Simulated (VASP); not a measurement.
# Hf in VASP: a series of runs

Hf is run at these levels: PBEsol; tasks: relaxation of cell and atoms, single point.

Program: VASP 6.6.1. These are calculated values, not measurements. Logs are shortened: lines on timing, memory, paths and dates and some standing lists are left out, and cuts for length are marked.

## 1. The cell of the first run

It takes space group Im-3m (No. 229, cubic). Conventional cell: a = 3.417 Å, b = 3.417 Å, c = 3.417 Å, α = 90.00°, β = 90.00°, γ = 90.00°. Hf (site symmetry m-3m) has 14 Hf at 2.96 to 3.42 Å within 3.9 Å.

This isn't the form of Hf at room conditions, which is hcp.

## 2. Relaxation of cell and atoms, PBEsol

The input, INCAR:

```
SYSTEM = Hf
PREC = Accurate
ENCUT = 600
EDIFF = 1E-7
ISMEAR = 0
SIGMA = 0.1
LREAL = .False.
LASPH = .True.
NELM = 60
ALGO = Normal
ISIF = 3
LWAVE = .False.
LCHARG = .False.
GGA = PS
IBRION = 2
NSW = 80
EDIFFG = -0.05
```

The input, KPOINTS:

```
regular mesh
0
Gamma
  8 8 8
  0 0 0
```

The input, POSCAR:

```
Hf
1.0
   -1.7084137365      1.7084137365      1.7084137365
    1.7084137365     -1.7084137365      1.7084137365
    1.7084137365      1.7084137365     -1.7084137365
Hf
1
Direct
    0.0000000000      0.0000000000      0.0000000000
```

Potentials or basis: VASP PAW PBE potentials, release 64 (Hf_pv).

On the command line:

```bash
$ cat potpaw_PBE.64/Hf_pv/POTCAR > POTCAR
$ mpirun -np 1 vasp_std > vasp.out
```

OUTCAR:

```text
SYSTEM = Hf
   PREC = Accurate
   ENCUT = 600
   EDIFF = 1E-7
   ISMEAR = 0
   LREAL = .False.
   LASPH = .True.
   NELM = 60
   ISIF = 3
   GGA = PS
   IBRION = 2
   NSW = 80
   EDIFFG = -0.05

 ion  position               nearest neighbor table
   1  0.000  0.000  0.000-

  LATTYP: Found a body centered cubic cell.
 ALAT       =     3.4168274730

  Lattice vectors:

 A1 = (  -1.7084137365,   1.7084137365,   1.7084137365)
 A2 = (   1.7084137365,  -1.7084137365,   1.7084137365)
 A3 = (   1.7084137365,   1.7084137365,  -1.7084137365)

Analysis of symmetry for initial positions (statically):
=====================================================================
 Subroutine PRICEL returns:
 Original cell was already a primitive cell.

 Routine SETGRP: Setting up the symmetry group for a
 body centered cubic supercell.

 Subroutine GETGRP returns: Found 48 space group operations
 (whereof 48 operations were pure point group operations)
 out of a pool of 48 trial point group operations.

The static configuration has the point symmetry O_h .

Analysis of symmetry for dynamics (positions and initial velocities):
=====================================================================
 Subroutine PRICEL returns:
 Original cell was already a primitive cell.

 Routine SETGRP: Setting up the symmetry group for a
 body centered cubic supercell.

 Subroutine GETGRP returns: Found 48 space group operations
 (whereof 48 operations were pure point group operations)
 out of a pool of 48 trial point group operations.

The dynamic configuration has the point symmetry O_h .

 Subroutine INISYM returns: Found 48 space group operations
 (whereof 48 operations are pure point group operations),
 and found     1 'primitive' translations

----------------------------------------------------------------------------------------

                                     Primitive cell

  volume of cell :      19.9452

  direct lattice vectors                    reciprocal lattice vectors
    -1.708413737  1.708413737  1.708413737     0.000000000  0.292669152  0.292669152
     1.708413737 -1.708413737  1.708413737     0.292669152  0.000000000  0.292669152
     1.708413737  1.708413737 -1.708413737     0.292669152  0.292669152  0.000000000

  length of vectors
     2.959059392  2.959059392  2.959059392     0.413896684  0.413896684  0.413896684

  position of ions in fractional coordinates (direct lattice)
     0.000000000  0.000000000  0.000000000

  ion indices of the primitive-cell ions
   primitive index   ion index
                 1           1

----------------------------------------------------------------------------------------

 KPOINTS: regular mesh

Automatic generation of k-mesh.
 Grid dimensions read from file:
 generate k-points for:    8    8    8

 Generating k-lattice:

  Cartesian coordinates                     Fractional coordinates (reciprocal lattice)
     0.000000000  0.036583644  0.036583644     0.125000000  0.000000000  0.000000000
     0.036583644  0.000000000  0.036583644     0.000000000  0.125000000  0.000000000
     0.036583644  0.036583644  0.000000000     0.000000000  0.000000000  0.125000000

  Length of vectors
     0.051737086  0.051737086  0.051737086

  Shift w.r.t. Gamma in fractional coordinates (k-lattice)
     0.000000000  0.000000000  0.000000000

 Subroutine IBZKPT returns following result:
 ===========================================

 Found     29 irreducible k-points:

 Following reciprocal coordinates:
            Coordinates               Weight
  0.000000  0.000000  0.000000      1.000000
  0.125000  0.000000  0.000000     12.000000
  0.250000  0.000000  0.000000     12.000000
  0.375000  0.000000  0.000000     12.000000
  0.500000  0.000000  0.000000      6.000000
  0.125000  0.125000  0.000000     24.000000
[... 16 lines left out ...]
 -0.250000  0.250000  0.250000      6.000000
 -0.375000  0.375000  0.250000     24.000000
 [... further k-points ...]
   k-points           NKPTS =     29   k-points in BZ     NKDIM =     29   number of bands    NBANDS=      9
   number of dos      NEDOS =    301   number of ions     NIONS =      1
   total plane-waves  NPLWV =  13824
   dimension x,y,z NGX =    24 NGY =   24 NGZ =   24
   dimension x,y,z NGXF=    48 NGYF=   48 NGZF=   48
   ions per type =               1
   NGX,Y,Z   is equivalent  to a cutoff of  13.48, 13.48, 13.48 a.u.
   NGXF,Y,Z  is equivalent  to a cutoff of  26.97, 26.97, 26.97 a.u.
 SYSTEM =  Hf
   PREC   = accura    normal or accurate (medium, high low for compatibility)
   ISTART =      0    job   : 0-new  1-cont  2-samecut
   ICHARG =      2    charge: 1-file 2-atom 10-const
   ISPIN  =      1    spin polarized calculation?
   LNONCOLLINEAR =      F non collinear calculations
   LSORBIT =      F    spin-orbit coupling
   LASPH  =      T    aspherical Exc in radial PAW
   ENCUT  =  600.0 eV  44.10 Ry    6.64 a.u.   5.91  5.91  5.91*2*pi/ulx,y,z
   NELM   =     60;   NELMIN=  2; NELMDL= -5     # of ELM steps
   EDIFF  = 0.1E-06   stopping-criterion for ELM
   LREAL  =      F    real-space projection
   EDIFFG = -.5E-01   stopping-criterion for IOM
   NSW    =     80    number of steps for IOM
   IBRION =      2    ionic relax: 0-MD 1-quasi-New 2-CG
   NFREE  =      1    steps in history (QN), initial steepest desc. (CG)
   ISIF   =      3    stress and relaxation
   ISYM   =      2    0-nonsym 1-usesym 2-fastsym
   POTIM  = 0.5000    time-step for ionic-motion
   TEBEG  =    0.0;   TEEND  =   0.0 temperature during run
   PSTRESS=    0.0 pullay stress
   NELECT =      10.0000    total number of electrons
   NUPDOWN=      -1.0000    fix difference up-down
   EMIN   =  10.00;   EMAX   =-10.00  energy-range for DOS
   EFERMI =   0.00;   METHOD = LEGACY
   ISMEAR =     0;   SIGMA  =   0.10  broadening in eV -4-tet -1-fermi 0-gaus
   EFERMI_NEDOS =   21; number of points for ismear=-14 and -15
   IALGO  =     38    algorithm
   IMIX   =      4    mixing-type and parameters
     AMIX     =   0.40;   BMIX     =  1.00
     AMIX_MAG =   1.60;   BMIX_MAG =  1.00
  volume/ion in A,a.u.               =      19.95       134.60
  Fermi-wavevector in a.u.,A,eV,Ry     =   1.300554  2.457691 23.013454  1.691441
  Thomas-Fermi vector in A             =   2.431745
   LORBIT       =      0    0 simple, 1 ext, 2 COOP (PROOUT), +10 PAW based schemes
   GGA     = PS    functional components
   LHFCALC =     F    Hartree Fock is set to
   AEXX    =    0.0000 exact exchange contribution
   IVDW    =     0    specifies the selected vdW correction
   LEPSILON=     F    determine dielectric tensor
   LRPA    =     F    only Hartree local field effects (RPA)
 conjugate gradient relaxation of ions
 non-spin polarized calculation
 Gauss-broadening in eV      SIGMA  =   0.10
  energy-cutoff  :      600.00
  volume of cell :       19.95
 maximum number of plane-waves:       682
   NGX = 11   NGY = 11   NGZ = 11

--------------------------------------- Ionic step        1  -------------------------------------------

 number of electron      10.0000002 magnetization

 Free energy of the ion-electron system (eV)
  ---------------------------------------------------
  ext. energy  EPLUGINS =         0.00000000
  ---------------------------------------------------
  free energy    TOTEN  =       -10.31492057 eV

  energy without entropy =      -10.30469059  energy(sigma->0) =      -10.30980558

------------------------ aborting loop because EDIFF is reached ----------------------------------------

  FORCE on cell =-STRESS in cart. coord.  units (eV):
  Direction    XX          YY          ZZ          XY          YZ          ZX
  --------------------------------------------------------------------------------------
  -------------------------------------------------------------------------------------
  Total        0.9825787      0.9825787      0.9825787      0.0000000     -0.0000000      0.0000000
  in kB       78.9293921     78.9293921     78.9293921      0.0000000     -0.0000000      0.0000000
  external PRESSURE =      78.9293921 kB  Pullay stress =       0.0000000 kB
[... 55 lines left out ...]
  energy  without entropy=      -10.2947789280  energy(sigma->0) =      -10.29961100

--------------------------------------- Ionic step        3  -------------------------------------------

 number of electron       9.9999998 magnetization

 Free energy of the ion-electron system (eV)
  ---------------------------------------------------
  ext. energy  EPLUGINS =         0.00000000
  ---------------------------------------------------
  free energy    TOTEN  =       -10.34559987 eV

  energy without entropy =      -10.33599881  energy(sigma->0) =      -10.34079934

 E-fermi :   4.7263     XC(G=0): -11.6243

 val. band max:        4.6887629231   @ k =  -0.3750   0.3750   0.1250
 cond. band min:       4.7447651408   @ k =   0.2500   0.2500   0.0000
 fundamental gap:      0.0560022177
 Fermi energy:         4.7263067573

 k-point     1 :       0.0000    0.0000    0.0000
  band No.  band energies     occupation
      1     -24.8353      2.00000
      2     -24.8353      2.00000
      3     -24.8353      2.00000
      4      -2.4462      2.00000
      5       6.3003      0.00000
      6       6.3003      0.00000
      7       6.3003      0.00000
      8       9.2452      0.00000
      9       9.2452      0.00000
[... 265 lines left out ...]
 k-point    24 :      -0.3750    0.3750    0.2500
  band No.  band energies     occupation
      1     -25.5615      2.00000
      2     -25.2859      2.00000
      3     -25.1970      2.00000
      4       2.4846      2.00000
      5       3.5562      2.00000
      6       6.6140      0.00000
      7       7.1481      0.00000
      8      10.1102      0.00000
      9      10.5512      0.00000

 [... further k-points ...]

------------------------ aborting loop because EDIFF is reached ----------------------------------------

  FORCE on cell =-STRESS in cart. coord.  units (eV):
  Direction    XX          YY          ZZ          XY          YZ          ZX
  --------------------------------------------------------------------------------------
  -------------------------------------------------------------------------------------
  Total       -0.0143437     -0.0143437     -0.0143437      0.0000000     -0.0000000      0.0000000
  in kB       -1.0804071     -1.0804071     -1.0804071      0.0000000     -0.0000000      0.0000000
  external PRESSURE =      -1.0804071 kB  Pullay stress =       0.0000000 kB
[... 16 lines left out ...]
  FREE ENERGIE OF THE ION-ELECTRON SYSTEM (eV)
  ---------------------------------------------------
  free  energy   TOTEN  =       -10.3455998655 eV

  energy  without entropy=      -10.3359988109  energy(sigma->0) =      -10.34079934

 reached required accuracy - stopping structural energy minimisation
```

Wall time 19 s (1 thread of Intel Xeon 8259CL, shared host); peak memory 0.15 GiB.

What came out:

```yaml
Free_energy: -10.3456 eV
Relaxed_volume: 21.27 Å³/atom
Relaxed_cell: a = 3.023 Å, b = 3.023 Å, c = 3.023 Å, α = 109.47°, β = 109.47°, γ = 109.47°
Space_group_after_relaxing_to_0.1_Å: Im-3m (No. 229)
Energy_gained_by_relaxing: 30.7 meV/atom
Ionic_steps: 3
Pressure_after_relaxing: -0.1 GPa
Band_gap_on_the_k_mesh: zero (bands 5 and 6 overlap by 2.35 eV)
```

The path:
| step | energy change (eV) | largest force (eV/Å) | pressure (GPa) | volume (Å³) |
| --- | --- | --- | --- | --- |
| 1 | 0.0000 | 0.0000 | 7.89 | 19.95 |
| 2 | 0.0105 | 0.0000 | -7.50 | 22.92 |
| 3 | -0.0307 | 0.0000 | -0.11 | 21.27 |

Final structure:
```cif
data_structure
_symmetry_space_group_name_H-M 'P 1'
_symmetry_Int_Tables_number 1
_cell_length_a 3.0232
_cell_length_b 3.0232
_cell_length_c 3.0232
_cell_angle_alpha 109.471
_cell_angle_beta 109.471
_cell_angle_gamma 109.471
_cell_volume 21.27
loop_
_atom_site_label
_atom_site_type_symbol
_atom_site_fract_x
_atom_site_fract_y
_atom_site_fract_z
_atom_site_occupancy
Hf1 Hf 0.00000 0.00000 0.00000 1
```

Caveat: the PAW data sets were made with another functional, which shifts forces and pressure a little; spin-orbit coupling is left out, which moves the levels of the heavy elements.

## 3. Relaxation of cell and atoms, PBEsol

This run uses another cell than the first one, of 21.31 Å³/atom.

The input, INCAR:

```
SYSTEM = Hf
ALGO     = Normal         ! electronic algorithm
EDIFF    = 1E-6           ! SCF threshold, eV
EDIFFG   = -0.01          ! ionic threshold
ENCUT    = 600            ! plane-wave cutoff, eV
GGA      = PS             ! functional
IBRION   = 2              ! ionic algorithm
ISIF     = 3              ! what is computed and relaxed
ISMEAR   = 0              ! smearing method
LASPH    = .TRUE.         ! aspherical terms in the spheres
LCHARG   = .FALSE.        ! write CHGCAR
LREAL    = .FALSE.        ! projectors in reciprocal space
LWAVE    = .FALSE.        ! write WAVECAR
NELM     = 100            ! most SCF steps
NSW      = 80             ! ionic steps
PREC     = Accurate       ! precision mode
SIGMA    = 0.1            ! smearing width, eV
```

The input, KPOINTS:

```
k-points
0
G
  16 16 16
  0 0 0
```

The input, POSCAR:

```
Hf
1.0
   -1.7464481148      1.7464481148      1.7464481148
    1.7464481148     -1.7464481148      1.7464481148
    1.7464481148      1.7464481148     -1.7464481148
Hf
1
Direct
    0.0000000000      0.0000000000      0.0000000000
```

Potentials or basis: VASP PAW PBE potentials, release 64 (Hf_pv).

On the command line:

```bash
$ cat potpaw_PBE.64/Hf_pv/POTCAR > POTCAR
$ mpirun -np 1 vasp_std > vasp.out
```

Wall time 55 s (1 thread of Intel Xeon 8259CL, shared host); peak memory 0.17 GiB.

The run converged. Its results:

- Free energy: -10.3402 eV
- Relaxed volume: 21.22 Å³/atom
- Relaxed cell: a = 3.021 Å, b = 3.021 Å, c = 3.021 Å, α = 109.47°, β = 109.47°, γ = 109.47°
- Space group after relaxing (to 0.1 Å): Im-3m (No. 229)
- Energy gained by relaxing: 0.1 meV/atom
- Ionic steps: 3
- Pressure after relaxing: 0.0 GPa
- Band gap on the k mesh: zero (bands 5 and 6 overlap by 2.35 eV)

The path:
| step | energy change (eV) | largest force (eV/Å) | pressure (GPa) | volume (Å³) |
| --- | --- | --- | --- | --- |
| 1 | 0.0000 | 0.0000 | -0.46 | 21.31 |
| 2 | 0.0000 | 0.0000 | 0.50 | 21.12 |
| 3 | -0.0001 | 0.0000 | 0.00 | 21.22 |

Final structure:
```xyz
1
Lattice="-1.7439 1.7439 1.7439 1.7439 -1.7439 1.7439 1.7439 1.7439 -1.7439" Properties=species:S:1:pos:R:3 pbc="T T T"
Hf    0.0000    0.0000    0.0000
```

Levels at points of the mesh, in eV from the Fermi level:
| k point | band 2 | band 3 | band 4 | band 5 | band 6 | band 7 | band 8 | band 9 |
| --- | --- | --- | --- | --- | --- | --- | --- | --- |
| (0.00, 0.00, 0.00) | -29.57 | -29.57 | -7.21 | 1.55 | 1.55 | 1.55 | 4.50 | 4.50 |
| (0.50, 0.00, 0.00) | -29.89 | -29.58 | -3.55 | -0.60 | 1.31 | 4.35 | 5.42 | 8.10 |
| (0.50, 0.50, 0.50) | -30.26 | -30.26 | -2.80 | -2.80 | 7.19 | 7.19 | 7.19 | 7.66 |

Caveat: the PAW data sets were made with another functional, which shifts forces and pressure a little; spin-orbit coupling is left out, which moves the levels of the heavy elements.

## 4. Single point, PBEsol

This run uses another cell than the first one: it holds 6 atoms, not 1.

The input, INCAR:

```
SYSTEM = Hf
PREC = Accurate
ENCUT = 520
EDIFF = 1E-7
ISMEAR = 0
SIGMA = 0.1
LREAL = .FALSE.
LASPH = .TRUE.
NELM = 100
ALGO = Fast
ISIF = 2
LWAVE = .FALSE.
LCHARG = .TRUE.
GGA = PS
LELF = .TRUE.
LVHAR = .TRUE.
NBANDS = 39
```

The input, KPOINTS:

```
Automatic mesh
0
G
  12 12 6
  0 0 0
```

The input, POSCAR:

```
Hf
1.0
   -3.4945536594      3.4945536594      0.0000000000
    0.0000000000     -3.4945536594     -3.4945536594
   -3.4802078484     -3.4802078484      3.4802078484
Hf
6
Direct
    0.3333333333      0.6666666667      0.6666666667
    0.3333333333      0.6666666667      0.1666666667
    0.6666666667      0.3333333333      0.8333333333
    0.6666666667      0.3333333333      0.3333333333
    0.0000000000      0.0000000000      0.5000000000
    0.0000000000      0.0000000000      0.0000000000
```

On the command line:

```bash
$ cat potpaw_PBE.64/Hf_pv/POTCAR > POTCAR
$ mpirun -np 1 vasp_std > vasp.out
```

Wall time 18 min (1 thread of Intel Xeon 8259CL, shared host); peak memory 0.49 GiB.

Results (log left out):

```yaml
Free_energy: -62.0332 eV
Pressure: -0.2 GPa
Band_gap_on_the_k_mesh: zero (bands 30 and 31 overlap by 1.02 eV)
```

Levels at points of the mesh, in eV from the Fermi level:
```tsv
k point	band 26	band 27	band 28	band 29	band 30	band 31	band 32	band 33	band 34	band 35
(0.00, 0.00, 0.00)	-0.68	-0.68	-0.68	-0.68	-0.52	-0.52	-0.52	-0.52	1.52	1.58
(0.50, 0.00, 0.00)	-1.31	-0.60	-0.58	0.03	0.03	0.26	0.26	0.45	0.45	1.29
(0.00, 0.00, 0.50)	-0.64	-0.64	-0.64	-0.61	-0.61	0.62	0.62	0.62	0.62	1.24
(0.50, 0.00, 0.50)	-0.36	-0.30	-0.30	-0.29	-0.29	-0.17	-0.17	-0.09	-0.09	1.86
```

Caveat: the PAW data sets were made with another functional, which shifts forces and pressure a little; spin-orbit coupling is left out, which moves the levels of the heavy elements.

## 5. The runs side by side

| task | cell | k mesh | cutoff (eV) | gap on the mesh (eV) | pressure (GPa) | relaxed volume (Å³/atom) |
| --- | --- | --- | --- | --- | --- | --- |
| relaxation of cell and atoms | relaxed from a = 2.959 Å, angles 109.5°, 1 atom, atomic positions A | 8 × 8 × 8 | 600 | none | -0.1 | 21.27 |
| relaxation of cell and atoms | relaxed from a = 3.025 Å, angles 109.5°, 1 atom, atomic positions A | 16 × 16 × 16 | 600 | none | 0.0 | 21.22 |
| single point | a = 4.942, b = 4.942, c = 6.028 Å, angles 90.0, 90.0, 120.0°, 6 atoms, atomic positions B | 12 × 12 × 6 | 520 | none | -0.2 | - |

Alike in all rows: level PBEsol; potentials or basis VASP PAW PBE potentials, release 64 (Hf_pv); no spin polarisation; smearing gaussian 0.1 eV.

Caveats: the PAW data sets were made with another functional, which shifts forces and pressure a little; spin-orbit coupling is left out, which moves the levels of the heavy elements.

Absolute energies hang on the potentials; compare differences alone.

The gap in the log of VASP goes by the Fermi energy; the results here count the filled bands.